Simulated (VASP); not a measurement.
Wanted: the native input for a VASP 6.6.1 run.

| Property | Result |
| --- | --- |
| Task | relaxation of cell and atoms |
| Functional | PBE |
| Potentials or basis | VASP PAW PBE potentials, release 64 (Cd, Ag, Br) |
| Cutoff | 600 eV |
| k mesh | 4 × 4 × 4 |
| Occupations | gaussian, width 0.1 eV |
| Spin | no spin polarisation |
| Dipole correction | no |
| Further INCAR settings | ALGO = Normal; EDIFF = 1e-06; IBRION = 2; EDIFFG = -0.04; NSW = 90; ISIF = 3 |

The structure of CdAgBr3 lies in POSCAR:

```
CdAgBr3
1.0
    3.6850542400      2.1275670600      3.0088341800
   -3.6850542400      2.1275670600      3.0088341800
    0.0000000000     -4.2551341100      3.0088341800
Cd Ag Br
1 1 3
Direct
    0.4742052800      0.4742052800      0.4742052800
    0.9742052800      0.9742052800      0.9742052800
    0.0000000000      0.5000000000      0.0000000000
    0.5000000000      0.0000000000      0.0000000000
    0.0000000000      0.0000000000      0.5000000000
```

The input as run:

INCAR

```
SYSTEM = CdAgBr3
ALGO = Normal
EDIFF = 1E-6
EDIFFG = -0.04
ENCUT = 600
GGA = PE
IBRION = 2
ISIF = 3
ISMEAR = 0
LASPH = .True.
LCHARG = .False.
LREAL = .False.
LWAVE = .False.
NELM = 80
NSW = 90
PREC = Accurate
SIGMA = 0.1
```

KPOINTS

```
k-points
0
Gamma
  4 4 4
  0 0 0
```

Potentials or basis: VASP PAW PBE potentials, release 64 (Cd, Ag, Br).

Run with:

```bash
$ cat potpaw_PBE.64/Cd/POTCAR potpaw_PBE.64/Ag/POTCAR potpaw_PBE.64/Br/POTCAR > POTCAR
$ mpirun -np 1 vasp_std > vasp.out
```

Results of the run:

* Relaxed volume: 44.49 Å³/atom
* Relaxed cell: a = 6.064 Å, b = 6.064 Å, c = 6.064 Å, α = 87.67°, β = 87.67°, γ = 87.67°
* Space group after relaxing (to 0.1 Å): R3m (No. 160)
* Pressure after relaxing: 0.1 GPa
* Largest force after relaxing: 0.038 eV/Å
* Band gap on the k mesh: 1.12 eV (least direct gap 1.72 eV)

Caveat: the volume moved by over 15 % at a fixed basis, so the end points are rough.

It took 37 min on 1 thread of Oxide Virtual Turin-like Processor, with other jobs on the host, peak memory 0.27 GiB.
